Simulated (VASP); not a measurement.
# Cr (Fd-3m) in VASP: a series of runs

The runs below take Cr through single point, with r2SCAN.

All numbers are computed with VASP 6.6.1; they aren't measurements. Logs are shortened: lines on timing, memory, paths and dates and some standing lists are left out, and cuts for length are marked.

### Step 1. The cell of the first run

Symmetry: Fd-3m, No. 227, cubic system. The conventional cell has a = 4.907 Å, b = 4.907 Å, c = 4.907 Å, α = 90.00°, β = 90.00°, γ = 90.00°. Within 2.8 Å of Cr (site symmetry -43m) lie 4 Cr at 2.12 Å.

This isn't the form of Cr at room conditions, which is bcc.

### Step 2. Single point, r2SCAN (14.77 Å³/atom)

Input file POSCAR:

```
Cr
1.0
    0.0000000000      2.4535628610      2.4535628610
    2.4535628610      0.0000000000      2.4535628610
    2.4535628610      2.4535628610      0.0000000000
Cr
2
Direct
    0.1250000000      0.1250000000      0.1250000000
    0.8750000000      0.8750000000      0.8750000000
```

Input file INCAR.step1:

```
SYSTEM = Cr
ALGO = Normal
EDIFF = 1E-5
ENCUT = 550
GGA = PE
GGA_COMPAT = .FALSE.
ISMEAR = -1
LASPH = .TRUE.
LCHARG = .FALSE.
LREAL = .FALSE.
LWAVE = .TRUE.
NBANDS = 19
NELM = 120
PREC = Accurate
SIGMA = 0.1
```

Input file INCAR.step2:

```
SYSTEM = Cr
ALGO = Normal
EDIFF = 1E-6
ENCUT = 550
GGA_COMPAT = .FALSE.
ISIF = 2
ISMEAR = -1
ISTART = 1
LASPH = .TRUE.
LCHARG = .FALSE.
LMIXTAU = .TRUE.
LREAL = .FALSE.
LWAVE = .FALSE.
METAGGA = R2SCAN
NBANDS = 19
NELM = 120
PREC = Accurate
SIGMA = 0.1
```

Input file KPOINTS:

```
k-points
0
G
  12 12 12
  0 0 0
```

Potentials or basis: VASP PAW PBE potentials, release 64 (Cr_pv).

Run with:

```console
> cat potpaw_PBE.64/Cr_pv/POTCAR > POTCAR
> cp INCAR.step1 INCAR
> mpirun -np 1 vasp_std > vasp.out
> cp INCAR.step2 INCAR
> mpirun -np 1 vasp_std > vasp.out
```

OUTCAR:

```text
SYSTEM = Cr
   EDIFF = 1E-6
   ENCUT = 550
   ISIF = 2
   ISMEAR = -1
   ISTART = 1
   LASPH = .TRUE.
   LREAL = .FALSE.
   METAGGA = R2SCAN
   NELM = 120
   PREC = Accurate

 ion  position               nearest neighbor table
   1  0.125  0.125  0.125-   2 2.12   2 2.12   2 2.12   2 2.12
   2  0.875  0.875  0.875-   1 2.12   1 2.12   1 2.12   1 2.12

  LATTYP: Found a face centered cubic cell.
 ALAT       =     4.9071257220

  Lattice vectors:

 A1 = (   0.0000000000,   2.4535628610,   2.4535628610)
 A2 = (   2.4535628610,   0.0000000000,   2.4535628610)
 A3 = (   2.4535628610,   2.4535628610,   0.0000000000)

Analysis of symmetry for initial positions (statically):
=====================================================================
 Subroutine PRICEL returns:
 Original cell was already a primitive cell.

 Routine SETGRP: Setting up the symmetry group for a
 face centered cubic supercell.

 Subroutine GETGRP returns: Found 48 space group operations
 (whereof 12 operations were pure point group operations)
 out of a pool of 48 trial point group operations.

The static configuration has the point symmetry D_3d.
 The point group associated with its full space group is O_h .

Analysis of symmetry for dynamics (positions and initial velocities):
=====================================================================
 Subroutine PRICEL returns:
 Original cell was already a primitive cell.

 Routine SETGRP: Setting up the symmetry group for a
 face centered cubic supercell.

 Subroutine GETGRP returns: Found 48 space group operations
 (whereof 12 operations were pure point group operations)
 out of a pool of 48 trial point group operations.

The dynamic configuration has the point symmetry D_3d.
 The point group associated with its full space group is O_h .

 Subroutine INISYM returns: Found 48 space group operations
 (whereof 12 operations are pure point group operations),
 and found     1 'primitive' translations

----------------------------------------------------------------------------------------

                                     Primitive cell

  volume of cell :      29.5408

  direct lattice vectors                    reciprocal lattice vectors
     0.000000000  2.453562861  2.453562861    -0.203785282  0.203785282  0.203785282
     2.453562861  0.000000000  2.453562861     0.203785282 -0.203785282  0.203785282
     2.453562861  2.453562861  0.000000000     0.203785282  0.203785282 -0.203785282

  length of vectors
     3.469861874  3.469861874  3.469861874     0.352966463  0.352966463  0.352966463

  position of ions in fractional coordinates (direct lattice)
     0.125000000  0.125000000  0.125000000
     0.875000000  0.875000000  0.875000000

  ion indices of the primitive-cell ions
   primitive index   ion index
                 1           1
                 2           2

----------------------------------------------------------------------------------------

 KPOINTS: k-points

Automatic generation of k-mesh.
 Grid dimensions read from file:
 generate k-points for:   12   12   12

 Generating k-lattice:

  Cartesian coordinates                     Fractional coordinates (reciprocal lattice)
    -0.016982107  0.016982107  0.016982107     0.083333333  0.000000000  0.000000000
     0.016982107 -0.016982107  0.016982107     0.000000000  0.083333333  0.000000000
     0.016982107  0.016982107 -0.016982107     0.000000000  0.000000000  0.083333333

  Length of vectors
     0.029413872  0.029413872  0.029413872

  Shift w.r.t. Gamma in fractional coordinates (k-lattice)
     0.000000000  0.000000000  0.000000000

 Subroutine IBZKPT returns following result:
 ===========================================

 Found     72 irreducible k-points:

 Following reciprocal coordinates:
            Coordinates               Weight
  0.000000  0.000000  0.000000      1.000000
  0.083333  0.000000  0.000000      8.000000
  0.166667  0.000000  0.000000      8.000000
  0.250000  0.000000  0.000000      8.000000
  0.333333  0.000000  0.000000      8.000000
  0.416667  0.000000  0.000000      8.000000
[... 16 lines left out ...]
  0.500000  0.166667  0.000000     24.000000
 -0.416667  0.166667  0.000000     24.000000
 [... further k-points ...]
   k-points           NKPTS =     72   k-points in BZ     NKDIM =     72   number of bands    NBANDS=     19
   number of dos      NEDOS =    301   number of ions     NIONS =      2
   total plane-waves  NPLWV =  21952
   dimension x,y,z NGX =    28 NGY =   28 NGZ =   28
   dimension x,y,z NGXF=    56 NGYF=   56 NGZF=   56
   ions per type =               2
   NGX,Y,Z   is equivalent  to a cutoff of  13.42, 13.42, 13.42 a.u.
   NGXF,Y,Z  is equivalent  to a cutoff of  26.83, 26.83, 26.83 a.u.
 SYSTEM =  Cr
   PREC   = accura    normal or accurate (medium, high low for compatibility)
   ISTART =      1    job   : 0-new  1-cont  2-samecut
   ICHARG =      0    charge: 1-file 2-atom 10-const
   ISPIN  =      1    spin polarized calculation?
   LNONCOLLINEAR =      F non collinear calculations
   LSORBIT =      F    spin-orbit coupling
   LASPH  =      T    aspherical Exc in radial PAW
   ENCUT  =  550.0 eV  40.42 Ry    6.36 a.u.   6.64  6.64  6.64*2*pi/ulx,y,z
   NELM   =    120;   NELMIN=  2; NELMDL=  0     # of ELM steps
   EDIFF  = 0.1E-05   stopping-criterion for ELM
   LREAL  =      F    real-space projection
   EDIFFG = 0.1E-04   stopping-criterion for IOM
   NSW    =      0    number of steps for IOM
   IBRION =     -1    ionic relax: 0-MD 1-quasi-New 2-CG
   NFREE  =      0    steps in history (QN), initial steepest desc. (CG)
   ISIF   =      2    stress and relaxation
   ISYM   =      2    0-nonsym 1-usesym 2-fastsym
   POTIM  = 0.5000    time-step for ionic-motion
   TEBEG  =    0.0;   TEEND  =   0.0 temperature during run
   PSTRESS=    0.0 pullay stress
   NELECT =      24.0000    total number of electrons
   NUPDOWN=      -1.0000    fix difference up-down
   EMIN   =  10.00;   EMAX   =-10.00  energy-range for DOS
   EFERMI =   0.00;   METHOD = LEGACY
   ISMEAR =    -1;   SIGMA  =   0.10  broadening in eV -4-tet -1-fermi 0-gaus
   EFERMI_NEDOS =   21; number of points for ismear=-14 and -15
   IALGO  =     38    algorithm
   IMIX   =      4    mixing-type and parameters
     AMIX     =   0.40;   BMIX     =  1.00
     AMIX_MAG =   1.60;   BMIX_MAG =  1.00
  volume/ion in A,a.u.               =      14.77        99.68
  Fermi-wavevector in a.u.,A,eV,Ry     =   1.527583  2.886713 31.749315  2.333509
  Thomas-Fermi vector in A             =   2.635459
   LORBIT       =      0    0 simple, 1 ext, 2 COOP (PROOUT), +10 PAW based schemes
   METAGGA = R2SCAN    functional components
   LHFCALC =     F    Hartree Fock is set to
   AEXX    =    0.0000 exact exchange contribution
   IVDW    =     0    specifies the selected vdW correction
   LEPSILON=     F    determine dielectric tensor
   LRPA    =     F    only Hartree local field effects (RPA)
 non-spin polarized calculation
  energy-cutoff  :      550.00
  volume of cell :       29.54
 maximum number of plane-waves:       893
   NGX = 13   NGY = 13   NGZ = 13

 number of electron      23.9999985 magnetization

 Free energy of the ion-electron system (eV)
  ---------------------------------------------------
  ext. energy  EPLUGINS =         0.00000000
  ---------------------------------------------------
  free energy    TOTEN  =       -24.87359501 eV

  energy without entropy =      -24.76083910  energy(sigma->0) =      -24.81721705

 E-fermi :   7.4944     XC(G=0): -12.8368

 val. band max:        7.4898025294   @ k =   0.5000   0.0000   0.0000
 cond. band min:       7.4964849881   @ k =  -0.2500   0.2500   0.0000
 fundamental gap:      0.0066824586
 Fermi energy:         7.4944097506

 k-point     1 :       0.0000    0.0000    0.0000
  band No.  band energies     occupation
      1     -36.8878      2.00000
      2     -36.8878      2.00000
      3     -36.8878      2.00000
      4     -35.7643      2.00000
      5     -35.7643      2.00000
      6     -35.7643      2.00000
[... 11 lines left out ...]
     18      12.2461      0.00000
     19      12.2683      0.00000

 k-point     2 :       0.0833    0.0000    0.0000
  band No.  band energies     occupation
      1     -36.8982      2.00000
      2     -36.8982      2.00000
      3     -36.8886      2.00000
      4     -35.7656      2.00000
      5     -35.7536      2.00000
      6     -35.7536      2.00000
[... 11 lines left out ...]
     18      12.2460      0.00000
     19      12.2692      0.00000

 k-point     3 :       0.1667    0.0000    0.0000
  band No.  band energies     occupation
      1     -36.9256      2.00000
      2     -36.9256      2.00000
      3     -36.8915      2.00000
      4     -35.7687      2.00000
      5     -35.7253      2.00000
      6     -35.7253      2.00000
[... 11 lines left out ...]
     18      12.2456      0.00000
     19      12.2707      0.00000

 k-point     4 :       0.2500    0.0000    0.0000
  band No.  band energies     occupation
      1     -36.9612      2.00000
      2     -36.9612      2.00000
      3     -36.8965      2.00000
      4     -35.7714      2.00000
      5     -35.6886      2.00000
      6     -35.6886      2.00000
[... 11 lines left out ...]
     18      12.2443      0.00000
     19      12.2708      0.00000

 k-point     5 :       0.3333    0.0000    0.0000
  band No.  band energies     occupation
      1     -36.9947      2.00000
      2     -36.9947      2.00000
      3     -36.9029      2.00000
      4     -35.7727      2.00000
      5     -35.6539      2.00000
      6     -35.6539      2.00000
[... 11 lines left out ...]
     18      12.2380      0.00000
     19      12.2672      0.00000
[... 334 lines left out ...]
      2     -37.0383      2.00000
      3     -36.7587      2.00000
      4     -35.9115      2.00000
      5     -35.6101      2.00000
      6     -35.6007      2.00000
[... 11 lines left out ...]
     18      12.2427      0.00000
     19      12.2722      0.00000

 k-point    22 :       0.4167    0.1667    0.0000
  band No.  band energies     occupation
      1     -37.0967      2.00000
      2     -37.0594      2.00000
      3     -36.7398      2.00000
      4     -35.9311      2.00000
      5     -35.5880      2.00000
      6     -35.5619      2.00000
[... 11 lines left out ...]
     18      12.2314      0.00000
     19      12.2669      0.00000

 k-point    23 :       0.5000    0.1667    0.0000
  band No.  band energies     occupation
      1     -37.1280      2.00000
      2     -37.0647      2.00000
      3     -36.7321      2.00000
      4     -35.9382      2.00000
      5     -35.5822      2.00000
      6     -35.5342      2.00000
[... 11 lines left out ...]
     18      12.1152      0.00000
     19      12.2592      0.00000

 k-point    24 :      -0.4167    0.1667    0.0000
  band No.  band energies     occupation
      1     -37.1397      2.00000
      2     -37.0530      2.00000
      3     -36.7391      2.00000
      4     -35.9301      2.00000
      5     -35.5939      2.00000
      6     -35.5240      2.00000
[... 11 lines left out ...]
     18      12.0492      0.00000
     19      12.2719      0.00000

 [... further k-points ...]
[... 5 lines left out ...]
  --------------------------------------------------------------------------------------
  -------------------------------------------------------------------------------------
  Total        2.2679264      2.2679264      2.2679264      0.0000000      0.0000000     -0.0000000
  in kB      123.0036439    123.0036439    123.0036439      0.0000000      0.0000000     -0.0000000
  external PRESSURE =     123.0036439 kB  Pullay stress =       0.0000000 kB

 VOLUME and BASIS-vectors are now :
 -----------------------------------------------------------------------------
  energy-cutoff  :      550.00
  volume of cell :       29.54
      direct lattice vectors                 reciprocal lattice vectors
     0.000000000  2.453562861  2.453562861    -0.203785282  0.203785282  0.203785282
     2.453562861  0.000000000  2.453562861     0.203785282 -0.203785282  0.203785282
     2.453562861  2.453562861  0.000000000     0.203785282  0.203785282 -0.203785282

 POSITION                                       TOTAL-FORCE (eV/Angst)
 -----------------------------------------------------------------------------------
      0.61339      0.61339      0.61339         0.000000      0.000000     -0.000000
      4.29374      4.29374      4.29374        -0.000000     -0.000000      0.000000
 -----------------------------------------------------------------------------------
    total drift:                                0.000000     -0.000000     -0.000000

  FREE ENERGIE OF THE ION-ELECTRON SYSTEM (eV)
  ---------------------------------------------------
  free  energy   TOTEN  =       -24.8735950061 eV

  energy  without entropy=      -24.7608390986  energy(sigma->0) =      -24.81721705
```

Wall time 2.7 min (1 thread of Intel Xeon Platinum 8375C at 2.90GHz (Ice Lake), shared host); peak memory 0.18 GiB.

Results:

| Quantity | Value |
| --- | --- |
| Free energy | -24.8736 eV |
| Pressure | 12.3 GPa |
| Band gap on the k mesh | zero (bands 12 and 13 overlap by 0.68 eV) |

Caveat: the cell stands under pressure; the PAW data sets were made with another functional, which shifts forces and pressure a little; the run has no spin polarisation, though such a crystal can be magnetic. Spin polarisation is off, so any magnetic state and its effect on volume and gap are missing.

### Step 3. Single point, r2SCAN (15.41 Å³/atom)

This run uses another cell than the first one, of 15.41 Å³/atom.

Input file POSCAR:

```
Cr
1.0
    0.0000000000      2.4886184952      2.4886184952
    2.4886184952      0.0000000000      2.4886184952
    2.4886184952      2.4886184952      0.0000000000
Cr
2
Direct
    0.1250000000      0.1250000000      0.1250000000
    0.8750000000      0.8750000000      0.8750000000
```

Input file INCAR.step1:

```
SYSTEM = Cr
PREC = Accurate
ENCUT = 550
ISMEAR = -1
SIGMA = 0.1
LREAL = .False.
LASPH = .True.
NELM = 120
NBANDS = 19
GGA = PE
ALGO = Normal
EDIFF = 1E-5
LWAVE = .True.
LCHARG = .False.
GGA_COMPAT = .False.
```

Input file INCAR.step2:

```
SYSTEM = Cr
PREC = Accurate
ENCUT = 550
EDIFF = 1E-6
ISMEAR = -1
SIGMA = 0.1
LREAL = .False.
LASPH = .True.
NELM = 120
ALGO = Normal
ISIF = 2
LWAVE = .False.
LCHARG = .True.
METAGGA = R2SCAN
LMIXTAU = .True.
LELF = .True.
LVHAR = .True.
NBANDS = 19
ISTART = 1
GGA_COMPAT = .False.
```

Input file KPOINTS:

```
regular mesh
0
Gamma
  12 12 12
  0 0 0
```

Potentials or basis: VASP PAW PBE potentials, release 64 (Cr_pv).

Run with:

```console
> cat potpaw_PBE.64/Cr_pv/POTCAR > POTCAR
> cp INCAR.step1 INCAR
> mpirun -np 1 vasp_std > vasp.out
> cp INCAR.step2 INCAR
> mpirun -np 1 vasp_std > vasp.out
```

It took 2.8 min on 1 thread of Intel Xeon Platinum 8375C at 2.90GHz (Ice Lake), shared host; peak memory 0.18 GiB.

It converged, with:

```
Free energy            : -24.9478 eV
Pressure               : 6.3 GPa
Band gap on the k mesh : zero (bands 12 and 13 overlap by 0.62 eV)
```

Levels at points of the mesh, in eV from the Fermi level:
```
           k point  band 10  band 11  band 12  band 13  band 14  band 15
(0.00, 0.00, 0.00)    -1.26    -1.26    -1.26     1.23     1.23     1.23
(0.50, 0.00, 0.00)    -1.59    -1.28    -1.28    -0.06     2.16     2.16
(0.50, 0.50, 0.00)    -1.19    -0.03    -0.03     0.95     0.95     3.37
```

Caveat: the cell stands under pressure; the PAW data sets were made with another functional, which shifts forces and pressure a little; the run has no spin polarisation, though such a crystal can be magnetic. Spin polarisation is off, so any magnetic state and its effect on volume and gap are missing.

The gap in the log of VASP goes by the Fermi energy; the results here count the filled bands.